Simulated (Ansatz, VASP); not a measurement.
# MgS in VASP and in Ansatz

```
CELL_PARAMETERS angstrom
0.00000 2.60152 2.74330
2.60152 0.00000 2.74330
2.60152 2.60152 0.00000
ATOMIC_POSITIONS crystal
Mg 0.00000 0.00000 0.00000
S 0.50000 0.50000 0.50000
```

Change from the starting cell: uniaxial_z strain +5.5%.

Alike in both runs: task single point; functional HSE06; k mesh 6 × 6 × 6; no spin polarisation.

|  | VASP | Ansatz |
| --- | --- | --- |
| version | VASP 6.6.1 | Ansatz 0.2.0 |
| potentials or method | VASP PAW PBE potentials, release 64 (Mg, S) | plane waves, PAW |
| plane-wave cutoff (eV) | 520 | 420 |
| occupations | gaussian, width 0.01 eV | fixed |
| valence electrons in the cell | 8 | 16 |

|  | VASP | Ansatz | Ansatz less VASP |
| --- | --- | --- | --- |
| gap on the k mesh at the Fermi level (eV) | 3.41 | 3.46 | +0.053 |
| pressure (GPa) | -4.0 | -3.7 | +0.30 |
| traceless stress, the component that is largest in VASP (GPa) | -2.38 | -2.42 | -0.037 |

VASP's potentials hold 8 valence electrons a cell and Ansatz's 16, so a difference there can come from the potentials and not from the codes. Ansatz's warnings: stress exchange threshold loose, stress scf threshold loose.
